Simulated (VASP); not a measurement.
A run of VASP 6.6.1 is set up as follows.

The input POSCAR:

```
BN
1.0
    0.0080314733      1.8048254535      1.8048254535
    1.8048254535      0.0080314733      1.8048254535
    1.8128569268      1.8128569268      0.0000000000
B N
1 1
Direct
    0.0000142472      0.0000142472     -0.0000142472
    0.2499857528      0.2499857528      0.2500142472
```

File INCAR.step1:

```
SYSTEM = BN
  PREC = Accurate
  ENCUT = 520
  ISMEAR = 0
  SIGMA = 0.01
  LREAL = .FALSE.
  LASPH = .TRUE.
  NELM = 80
  NBANDS = 11
  GGA = PE
  ALGO = Normal
  EDIFF = 1E-4
  LWAVE = .TRUE.
  LCHARG = .FALSE.
```

File INCAR.step2:

```
SYSTEM = BN
  PREC = Accurate
  ENCUT = 520
  EDIFF = 1E-6
  ISMEAR = 0
  SIGMA = 0.01
  LREAL = .FALSE.
  LASPH = .TRUE.
  NELM = 80
  ALGO = Normal
  ISIF = 2
  LWAVE = .FALSE.
  LCHARG = .FALSE.
  METAGGA = R2SCAN
  LMIXTAU = .TRUE.
  NBANDS = 11
  ISTART = 1
```

Contents of KPOINTS:

```
regular mesh
0
G
  12 12 12
  0 0 0
```

Potentials or basis: VASP PAW PBE potentials, release 64 (B, N).

The run is started by

```console
$ cat potpaw_PBE.64/B/POTCAR potpaw_PBE.64/N/POTCAR > POTCAR
$ cp INCAR.step1 INCAR
$ mpirun -np 1 vasp_std > vasp.out
$ cp INCAR.step2 INCAR
$ mpirun -np 1 vasp_std > vasp.out
```

(1) Predict the pressure.

(2) Estimate the largest force.

(3) What does it give for the band gap on the k mesh?

Results:

(1) 1.2 GPa.

(2) 0.007 eV/Å.

(3) 4.96 eV, indirect (least direct gap 9.41 eV).

Caveat: the cell differs from its parent crystal (shear xy strain +0.9%); the PAW data sets were made with another functional, which shifts forces and pressure a little.
